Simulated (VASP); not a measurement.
The system is MgB (CsCl type).

```xyz
2
Lattice="2.8931 0.0000 0.0000 0.0000 2.8931 0.0000 0.0000 0.0000 2.8931" Properties=species:S:1:pos:R:3 pbc="T T T"
B     0.0000    0.0000    0.0000
Mg    1.4465    1.4465    1.4465
```

Base run:

* Program: VASP 6.6.1
* Functional: r2SCAN
* Potentials or basis: VASP PAW PBE potentials, release 64 (B, Mg)
* Cutoff: 580 eV
* k mesh: 11 × 11 × 11
* Occupations: fermi-dirac, width 0.05 eV
* Spin: no spin polarisation

Its results: pressure -1.4 GPa.

Question: The run is repeated on the same cell with these changes: functional from r2SCAN to PBEsol; cutoff from 580 eV to 520 eV. What comes out?

Answer: Pressure -2.0 GPa.

Caveats: the PAW data sets were made with another functional, which shifts forces and pressure a little.
